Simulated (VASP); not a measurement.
Input of a VASP 6.6.1 run:

Contents of INCAR:

```
SYSTEM = Al3B2Sb
  PREC = Accurate
  ENCUT = 500
  EDIFF = 1E-6
  ISMEAR = 0
  SIGMA = 0.2
  LREAL = .False.
  LASPH = .True.
  NELM = 120
  ALGO = Normal
  ISIF = 2
  LWAVE = .False.
  LCHARG = .True.
  GGA = PE
  LELF = .True.
  LVHAR = .True.
  NBANDS = 19
  GGA_COMPAT = .False.
```

Contents of KPOINTS:

```
regular mesh
0
Gamma
  5 5 2
  0 0 0
```

File POSCAR:

```
Al3B2Sb
1.0
    3.6795479814     -0.0000000030      0.0000000000
   -1.8397739881      3.1865820278      0.0000000000
    0.0000000000      0.0000000000      9.3258632618
Al B Sb
3 2 1
Direct
    0.6666666667      0.3333333333      0.7027138001
    0.3333333333      0.6666666667     -0.0265833764
    0.6666666667      0.3333333333      0.1593001224
    0.3333333333      0.6666666667      0.7519307472
    0.6666666667      0.3333333333      0.4537951803
    0.0000000000      0.0000000000      0.3830941363
```

Potentials or basis: VASP PAW PBE potentials, release 64 (Al, B, Sb).

Command:

```sh
$ cat potpaw_PBE.64/Al/POTCAR potpaw_PBE.64/B/POTCAR potpaw_PBE.64/Sb/POTCAR > POTCAR
$ mpirun -np 1 vasp_std > vasp.out
```

Question: What does it give for the band gap on the k mesh?

Answer: Zero (bands 10 and 11 overlap by 2.02 eV).

Question: Estimate the pressure.

Answer: 0.1 GPa.

Stress tensor (GPa, compression positive):
```
 0.32  0.00  0.00
 0.00  0.32  0.00
 0.00  0.00 -0.19
```

Caveat: the k points lie up to 0.39 Å⁻¹ apart, too coarse for converged energies and pressures of a metal; spin-orbit coupling is left out, which moves the levels of the heavy elements.
